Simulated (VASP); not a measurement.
# InSb3 (P4/mmm) in VASP: a series of runs, part 2 of 2

VASP 6.6.1. The steps go on from the part before.

## 4. Single point, PBEsol (volume 27.840 Å^3 an atom, c/a of the conventional cell 0.8336)

Contents of INCAR:

```
SYSTEM = InSb3
PREC = Accurate
ENCUT = 520
EDIFF = 1E-7
ISMEAR = 0
SIGMA = 0.15
LREAL = .FALSE.
LASPH = .TRUE.
NELM = 80
ALGO = Normal
ISIF = 2
LWAVE = .FALSE.
LCHARG = .FALSE.
GGA = PS
NBANDS = 22
```

Contents of KPOINTS:

```
regular mesh
0
G
  10 10 10
  0 0 0
```

Contents of POSCAR:

```
InSb3
1.0
    5.1119960013      0.0000000000      0.0000000000
    0.0000000000      5.1119960013      0.0000000000
    0.0000000000      0.0000000000      4.2613598667
In Sb
1 3
Direct
    0.0000000000      0.0000000000      0.0000000000
    0.5000000000      0.0000000000      0.5000000000
    0.0000000000      0.5000000000      0.5000000000
    0.5000000000      0.5000000000      0.0000000000
```

Potentials or basis: VASP PAW PBE potentials, release 64 (In_d, Sb).

On the command line:

```
$ cat potpaw_PBE.64/In_d/POTCAR potpaw_PBE.64/Sb/POTCAR > POTCAR
$ mpirun -np 1 vasp_std > vasp.out
```

OUTCAR:

```text
SYSTEM = InSb3
   PREC = Accurate
   ENCUT = 520
   EDIFF = 1E-7
   ISMEAR = 0
   LREAL = .FALSE.
   LASPH = .TRUE.
   NELM = 80
   ISIF = 2
   GGA = PS

 ion  position               nearest neighbor table
   1  0.000  0.000  0.000-   2 3.33   3 3.33   2 3.33   3 3.33   3 3.33   3 3.33   2 3.33   2 3.33
                             4 3.61   4 3.61   4 3.61   4 3.61
   2  0.500  0.000  0.500-   1 3.33   4 3.33   1 3.33   4 3.33   4 3.33   4 3.33   1 3.33   1 3.33
                             3 3.61   3 3.61   3 3.61   3 3.61
   3  0.000  0.500  0.500-   1 3.33   4 3.33   1 3.33   4 3.33   1 3.33   1 3.33   4 3.33   4 3.33
                             2 3.61   2 3.61   2 3.61   2 3.61
   4  0.500  0.500  0.000-   2 3.33   3 3.33   2 3.33   3 3.33   2 3.33   2 3.33   3 3.33   3 3.33
                             1 3.61   1 3.61   1 3.61   1 3.61

  LATTYP: Found a simple tetragonal cell.
 ALAT       =     5.1119960013
 C/A-ratio  =     0.8336000000

  Lattice vectors:

 A1 = (   5.1119960013,   0.0000000000,   0.0000000000)
 A2 = (   0.0000000000,   5.1119960013,   0.0000000000)
 A3 = (   0.0000000000,   0.0000000000,   4.2613598667)

Analysis of symmetry for initial positions (statically):
=====================================================================
 Subroutine PRICEL returns:
 Original cell was already a primitive cell.

 Routine SETGRP: Setting up the symmetry group for a
 simple tetragonal supercell.

 Subroutine GETGRP returns: Found 16 space group operations
 (whereof 16 operations were pure point group operations)
 out of a pool of 16 trial point group operations.

The static configuration has the point symmetry D_4h.

Analysis of symmetry for dynamics (positions and initial velocities):
=====================================================================
 Subroutine PRICEL returns:
 Original cell was already a primitive cell.

 Routine SETGRP: Setting up the symmetry group for a
 simple tetragonal supercell.

 Subroutine GETGRP returns: Found 16 space group operations
 (whereof 16 operations were pure point group operations)
 out of a pool of 16 trial point group operations.

The dynamic configuration has the point symmetry D_4h.

 Subroutine INISYM returns: Found 16 space group operations
 (whereof 16 operations are pure point group operations),
 and found     1 'primitive' translations

----------------------------------------------------------------------------------------

                                     Primitive cell

  volume of cell :     111.3600

  direct lattice vectors                    reciprocal lattice vectors
     5.111996001  0.000000000  0.000000000     0.195618306  0.000000000  0.000000000
     0.000000000  5.111996001  0.000000000     0.000000000  0.195618306  0.000000000
     0.000000000  0.000000000  4.261359867     0.000000000  0.000000000  0.234666874

  length of vectors
     5.111996001  5.111996001  4.261359867     0.195618306  0.195618306  0.234666874

  position of ions in fractional coordinates (direct lattice)
     0.000000000  0.000000000  0.000000000
     0.500000000  0.000000000  0.500000000
     0.000000000  0.500000000  0.500000000
     0.500000000  0.500000000  0.000000000

  ion indices of the primitive-cell ions
   primitive index   ion index
                 1           1
                 2           2
                 3           3
                 4           4

----------------------------------------------------------------------------------------

[... 31 lines left out ...]
  0.500000  0.000000  0.000000      2.000000
[... 16 lines left out ...]
  0.100000  0.000000  0.100000      8.000000
  0.200000  0.000000  0.100000      8.000000
 [... further k-points ...]
   k-points           NKPTS =    126   k-points in BZ     NKDIM =    126   number of bands    NBANDS=     22
   number of dos      NEDOS =    301   number of ions     NIONS =      4
   total plane-waves  NPLWV =  51200
   dimension x,y,z NGX =    40 NGY =   40 NGZ =   32
   dimension x,y,z NGXF=    80 NGYF=   80 NGZF=   64
   ions per type =               1   3
   NGX,Y,Z   is equivalent  to a cutoff of  13.01, 13.01, 12.48 a.u.
   NGXF,Y,Z  is equivalent  to a cutoff of  26.02, 26.02, 24.97 a.u.
 SYSTEM =  InSb3
   PREC   = accura    normal or accurate (medium, high low for compatibility)
   ISTART =      0    job   : 0-new  1-cont  2-samecut
   ICHARG =      2    charge: 1-file 2-atom 10-const
   ISPIN  =      1    spin polarized calculation?
   LNONCOLLINEAR =      F non collinear calculations
   LSORBIT =      F    spin-orbit coupling
   LASPH  =      T    aspherical Exc in radial PAW
   ENCUT  =  520.0 eV  38.22 Ry    6.18 a.u.   9.50  9.50  7.92*2*pi/ulx,y,z
   NELM   =     80;   NELMIN=  2; NELMDL= -5     # of ELM steps
   EDIFF  = 0.1E-06   stopping-criterion for ELM
   LREAL  =      F    real-space projection
   EDIFFG = 0.1E-05   stopping-criterion for IOM
   NSW    =      0    number of steps for IOM
   IBRION =     -1    ionic relax: 0-MD 1-quasi-New 2-CG
   NFREE  =      0    steps in history (QN), initial steepest desc. (CG)
   ISIF   =      2    stress and relaxation
   ISYM   =      2    0-nonsym 1-usesym 2-fastsym
   POTIM  = 0.5000    time-step for ionic-motion
   TEBEG  =    0.0;   TEEND  =   0.0 temperature during run
   PSTRESS=    0.0 pullay stress
   NELECT =      28.0000    total number of electrons
   NUPDOWN=      -1.0000    fix difference up-down
   EMIN   =  10.00;   EMAX   =-10.00  energy-range for DOS
   EFERMI =   0.00;   METHOD = LEGACY
   ISMEAR =     0;   SIGMA  =   0.15  broadening in eV -4-tet -1-fermi 0-gaus
   EFERMI_NEDOS =   21; number of points for ismear=-14 and -15
   IALGO  =     38    algorithm
   IMIX   =      4    mixing-type and parameters
     AMIX     =   0.40;   BMIX     =  1.00
     AMIX_MAG =   1.60;   BMIX_MAG =  1.00
  volume/ion in A,a.u.               =      27.84       187.87
  Fermi-wavevector in a.u.,A,eV,Ry     =   1.033279  1.952615 14.526482  1.067666
  Thomas-Fermi vector in A             =   2.167518
   LORBIT       =      0    0 simple, 1 ext, 2 COOP (PROOUT), +10 PAW based schemes
   GGA     = PS    functional components
   LHFCALC =     F    Hartree Fock is set to
   AEXX    =    0.0000 exact exchange contribution
   IVDW    =     0    specifies the selected vdW correction
   LEPSILON=     F    determine dielectric tensor
   LRPA    =     F    only Hartree local field effects (RPA)
 non-spin polarized calculation
 Gauss-broadening in eV      SIGMA  =   0.15
  energy-cutoff  :      520.00
  volume of cell :      111.36
 maximum number of plane-waves:      3033
 NGX is ok and might be reduce to    40
   NGX = 19   NGY = 19   NGZ = 15

 number of electron      27.9999997 magnetization

 Free energy of the ion-electron system (eV)
  ---------------------------------------------------
  ext. energy  EPLUGINS =         0.00000000
  ---------------------------------------------------
  free energy    TOTEN  =       -16.05661948 eV

  energy without entropy =      -16.03296483  energy(sigma->0) =      -16.04479216

 E-fermi :   7.5676     XC(G=0): -10.1658

 val. band max:        7.5674386719   @ k =   0.5000   0.2000   0.0000
 cond. band min:       7.5852903320   @ k =   0.2000   0.2000   0.4000
 fundamental gap:      0.0178516601
 Fermi energy:         7.5675855987

 k-point     1 :       0.0000    0.0000    0.0000
  band No.  band energies     occupation
      1      -6.8129      2.00000
      2      -6.7886      2.00000
      3      -6.7766      2.00000
      4      -6.7737      2.00000
      5      -6.7737      2.00000
      6      -4.5239      2.00000
[... 589 lines left out ...]
     21      12.9318      0.00000
     22      13.4552      0.00000

 [... further k-points ...]

------------------------ aborting loop because EDIFF is reached ----------------------------------------

  FORCE on cell =-STRESS in cart. coord.  units (eV):
  Direction    XX          YY          ZZ          XY          YZ          ZX
  --------------------------------------------------------------------------------------
  -------------------------------------------------------------------------------------
  Total       -1.8949417     -1.8949417     -2.7096184      0.0000000      0.0000000      0.0000000
  in kB      -27.2632234    -27.2632234    -38.9842775      0.0000000      0.0000000      0.0000000
  external PRESSURE =     -31.1702415 kB  Pullay stress =       0.0000000 kB

 VOLUME and BASIS-vectors are now :
 -----------------------------------------------------------------------------
  energy-cutoff  :      520.00
  volume of cell :      111.36
      direct lattice vectors                 reciprocal lattice vectors
     5.111996001  0.000000000  0.000000000     0.195618306  0.000000000  0.000000000
     0.000000000  5.111996001  0.000000000     0.000000000  0.195618306  0.000000000
     0.000000000  0.000000000  4.261359867     0.000000000  0.000000000  0.234666874

 POSITION                                       TOTAL-FORCE (eV/Angst)
 -----------------------------------------------------------------------------------
      0.00000      0.00000      0.00000         0.000000      0.000000      0.000000
      2.55600      0.00000      2.13068         0.000000      0.000000      0.000000
      0.00000      2.55600      2.13068         0.000000      0.000000      0.000000
      2.55600      2.55600      0.00000         0.000000      0.000000      0.000000
 -----------------------------------------------------------------------------------
    total drift:                               -0.000000     -0.000000     -0.000000

  FREE ENERGIE OF THE ION-ELECTRON SYSTEM (eV)
  ---------------------------------------------------
  free  energy   TOTEN  =       -16.0566194818 eV

  energy  without entropy=      -16.0329648293  energy(sigma->0) =      -16.04479216
```

stdout:

```text
POSCAR found type information on POSCAR InSb
 POSCAR found :  2 types and       4 ions
 scaLAPACK will be used
 -----------------------------------------------------------------------------
|                                                                             |
|                                                                             |
|     You enforced a specific xc type in the INCAR file but a different       |
|     I HOPE YOU KNOW WHAT YOU ARE DOING!                                     |
|                                                                             |
 -----------------------------------------------------------------------------

 LDA part: xc-table for (Slater+PW92), standard interpolation
 POSCAR, INCAR and KPOINTS ok, starting setup
 FFT: planning ... GRIDC
 FFT: planning ... GRID_SOFT
 FFT: planning ... GRID
 WAVECAR not read
 entering main loop
```

It took 1.9 min on 1 thread of Intel Xeon Platinum 8559C (Emerald Rapids), shared host; peak memory 0.42 GiB.

Results:

```yaml
Free_energy: -16.0566 eV
Pressure: -3.1 GPa
Band_gap_on_the_k_mesh: zero (band 14 reaches 9.92 eV, above the bottom of band 15 at 6.21 eV)
```

Levels at points of the mesh, in eV from the Fermi level:
| k point | band 10 | band 11 | band 12 | band 13 | band 14 | band 15 | band 16 | band 17 | band 18 | band 19 |
| --- | --- | --- | --- | --- | --- | --- | --- | --- | --- | --- |
| (0.00, 0.00, 0.00) | -4.63 | -3.24 | -3.02 | -0.29 | -0.29 | 0.84 | 2.19 | 2.74 | 2.74 | 3.58 |
| (0.50, 0.00, 0.00) | -3.53 | -2.63 | -1.87 | -1.02 | -0.26 | -0.19 | 1.46 | 2.12 | 2.43 | 3.32 |
| (0.50, 0.50, 0.00) | -1.06 | -0.49 | -0.41 | -0.41 | -0.26 | -0.26 | 1.24 | 1.85 | 2.17 | 2.20 |
| (0.00, 0.00, 0.50) | -2.68 | -2.68 | -2.05 | -2.05 | -1.75 | -1.36 | 1.40 | 1.40 | 2.26 | 2.28 |
| (0.50, 0.00, 0.50) | -3.00 | -2.17 | -2.03 | -1.46 | -1.30 | -1.11 | -1.10 | 0.83 | 3.37 | 3.52 |
| (0.50, 0.50, 0.50) | -4.94 | -4.94 | -4.64 | -4.62 | 2.35 | 2.47 | 3.42 | 3.42 | 4.19 | 6.08 |

Caveat: the PAW data sets were made with another functional, which shifts forces and pressure a little; spin-orbit coupling is left out, which moves the levels of the heavy elements.

## 5. Summary

```tsv
cell	gap on the mesh (eV)	pressure (GPa)
a = 4.581, b = 4.581, c = 5.172 Å, 4 atoms	none	-1.5
a = 4.715, b = 4.715, c = 5.010 Å, 4 atoms	none	-2.7
a = 5.112, b = 5.112, c = 4.261 Å, 4 atoms	none	-3.1
```

Alike in all rows: task single point; level PBEsol; potentials or basis VASP PAW PBE potentials, release 64 (In_d, Sb); no spin polarisation; k mesh 10 × 10 × 10; cutoff (eV) 520; smearing gaussian 0.15 eV.

Caveats: the PAW data sets were made with another functional, which shifts forces and pressure a little; spin-orbit coupling is left out, which moves the levels of the heavy elements.

Absolute energies hang on the potentials; compare differences alone.
